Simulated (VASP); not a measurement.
A run of VASP 6.6.1 is set up as follows.

The input INCAR:

```
  PREC = Accurate
  ENCUT = 500
  EDIFF = 1E-6
  ISMEAR = -1
  SIGMA = 0.05
  LREAL = F
  LASPH = T
  NELM = 120
  ALGO = Normal
  ISIF = 2
  LWAVE = F
  LCHARG = F
  GGA = PS
  NBANDS = 15
  GGA_COMPAT = F
```

File KPOINTS:

```
Automatic mesh
0
Gamma
  6 6 6
```

POSCAR

```
KCl
1.0
    0.0000000000      3.1464700000      3.2723288000
    3.1464700000      0.0000000000      3.2723288000
    3.1464700000      3.1464700000      0.0000000000
K Cl
1 1
Direct
    0.0000000000      0.0000000000      0.0000000000
    0.5000000000      0.5000000000      0.5000000000
```

Potentials or basis: VASP PAW PBE potentials, release 64 (K_sv, Cl).

The run is started by

```bash
$ cat potpaw_PBE.64/K_sv/POTCAR potpaw_PBE.64/Cl/POTCAR > POTCAR
$ mpirun -np 1 vasp_std > vasp.out
```

Question: Predict the pressure.

Answer: -0.9 GPa.

Question: What does it give for the band gap on the k mesh?

Answer: 4.89 eV, direct.

Stress tensor (GPa, compression positive):
```
-0.59  0.00  0.00
 0.00 -0.59  0.00
 0.00  0.00 -1.53
```

Caveat: the PAW data sets were made with another functional, which shifts forces and pressure a little. A hybrid or GW would open this gap; PBEsol tends to underestimate it.
